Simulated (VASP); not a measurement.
**MnO2: single point with PBE+D4**

The system is MnO2.

```
CELL_PARAMETERS angstrom
2.87681 0.00000 0.00000
-1.43840 2.49139 0.00000
0.00000 0.00000 5.44645
ATOMIC_POSITIONS crystal
Mn 0.00000 0.00000 0.00000
O 0.33333 0.66667 0.17537
O 0.66667 0.33333 0.82463
```

```yaml
Program: VASP 6.6.1
Task: single point
Functional: PBE
Dispersion: D4
Potentials_or_basis: VASP PAW PBE potentials, release 64 (Mn_sv, O)
Cutoff: 600 eV
k_mesh: 14 × 14 × 6
Occupations: gaussian, width 0.05 eV
Spin: collinear spin, ferromagnetic start
Starting_moments: "[3.0, 0.0, 0.0] μB"
Dipole_correction: no
Further_INCAR_settings: ALGO = Normal; EDIFF = 1e-06; NBANDS = 24
```

```json
{
  "Pressure": "-2.9 GPa",
  "Largest force": "0.040 eV/Å",
  "Band gap on the k mesh": "1.01 eV (least direct gap 1.07 eV)",
  "Net moment": "3.00 μB per cell",
  "Site moments": "Mn +2.74; O +0.04 μB",
  "Valence electrons inside the program's atomic spheres": "Mn 12.75; O 4.99",
  "Dispersion energy per atom": "-0.150 eV"
}
```

Forces on the atoms (eV/Å):
```
Mn   0.000  0.000  0.000
O    0.000  0.000 -0.040
O    0.000  0.000  0.040
```

Levels at points of the mesh, in eV from the valence-band top:
Spin up:
```csv
k point,band 12,band 13,band 14,band 15,band 16,band 17,band 18,band 19
"(0.00, 0.00, 0.00)",-1.41,-1.26,-1.26,-0.18,2.98,2.98,6.67,10.21
"(0.50, 0.00, 0.00)",-1.99,-1.73,-1.65,-0.91,2.23,2.84,11.53,12.40
"(0.00, 0.00, 0.50)",-1.87,-1.26,-1.26,-0.05,2.99,2.99,8.25,8.72
"(0.50, 0.00, 0.50)",-1.84,-1.73,-1.66,-0.94,2.23,2.82,11.07,12.48
```
Spin down:
```
           k point  band 8  band 9  band 10  band 11  band 12  band 13  band 14  band 15  band 16  band 17
(0.00, 0.00, 0.00)   -4.79   -4.79    -1.27    -1.21    -1.21     1.02     1.02     2.59     4.27     4.27
(0.50, 0.00, 0.00)   -4.22   -4.02    -2.87    -2.61    -1.82     1.30     1.76     2.05     3.72     4.18
(0.00, 0.00, 0.50)   -4.79   -4.63    -1.74    -1.22    -1.22     1.01     1.01     2.66     4.28     4.28
(0.50, 0.00, 0.50)   -4.30   -4.03    -2.85    -2.60    -1.66     1.29     1.76     2.05     3.71     4.17
```

It took 2.5 min on 1 thread of Intel(R) Xeon(R) 6975P-C (Granite Rapids) (shared host), peak memory 0.33 GiB.

Caveat: a cell with one magnetic atom can't hold antiferromagnetic order, which such compounds often take. A k mesh can miss the band edges.
